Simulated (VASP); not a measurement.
# Al: single point with PBE

Slab: Al, a slab with vacuum.

```
Al
1.0
     2.86351    0.00000    0.00000
     0.00000    2.86351    0.00000
     0.00000    0.00000   20.09922
Al
5
Direct
  0.00000 0.00000 0.29403
  0.50000 0.50000 0.39759
  0.00000 0.00000 0.50000
  0.50000 0.50000 0.60241
  0.00000 0.00000 0.70597
```

| Quantity | Value |
| --- | --- |
| Program | VASP 6.6.1 |
| Task | single point |
| Functional | PBE |
| Potentials or basis | VASP PAW PBE potentials, release 64 (Al) |
| Cutoff | 520 eV |
| k mesh | 7 × 7 × 1 |
| Occupations | methfessel-paxton, width 0.1 eV |
| Spin | no spin polarisation |

| Property | Result |
| --- | --- |
| Largest force | 0.023 eV/Å |

Forces in eV/Å, atoms in the order of the input:
```
Al   0.000  0.000 -0.010
Al   0.000  0.000  0.023
Al   0.000  0.000  0.000
Al   0.000  0.000 -0.023
Al   0.000  0.000  0.010
```

Levels at points of the mesh, in eV from the Fermi level:
```csv
k point,band 4,band 5,band 6,band 7,band 8,band 9,band 10,band 11
"(0.00, 0.00, 0.00)",-6.26,-3.87,-2.01,0.99,3.18,4.02,5.75,5.85
```

Wall time 110 s on 1 thread of AMD EPYC 7R13 (shared host), peak memory 0.23 GiB.
